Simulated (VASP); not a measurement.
A run of VASP 6.6.1 is set up as follows.

INCAR

```
PREC = Accurate
ENCUT = 520
EDIFF = 1E-6
ISMEAR = 0
SIGMA = 0.15
LREAL = F
LASPH = T
NELM = 150
ALGO = Normal
ISIF = 2
LWAVE = F
LCHARG = F
ISPIN = 2
MAGMOM = 0.7
LORBIT = 11
LMAXMIX = 4
NBANDS = 15
```

The input KPOINTS:

```
Automatic mesh
0
Gamma
  22 22 22
```

The input POSCAR:

```
Ni
1.0
    0.0000000000      1.8362551691      1.8405354842
    1.4595874421      0.0000000000      1.8405354842
    1.4595874421      1.8362551691      0.0000000000
Ni
1
Direct
    0.0000000000      0.0000000000      0.0000000000
```

Potentials or basis: VASP PAW LDA potentials, release 64 (Ni).

Launch:

```sh
$ cat potpaw_LDA.64/Ni/POTCAR > POTCAR
$ mpirun -np 1 vasp_std > vasp.out
```

**Question.** Predict the site moments.

**Answer.** Ni +0.43 μB.

**Question.** What does it give for the net moment?

**Answer.** 0.44 μB per cell.

Stress tensor (GPa, compression positive):
```
11.22  0.00  0.00
 0.00  3.04  0.00
 0.00  0.00  2.35
```

Caveat: the cell differs from its parent crystal (strain +e along x and -e along y -0.1100, strain +e along z and -e/2 along x and y +0.0750).
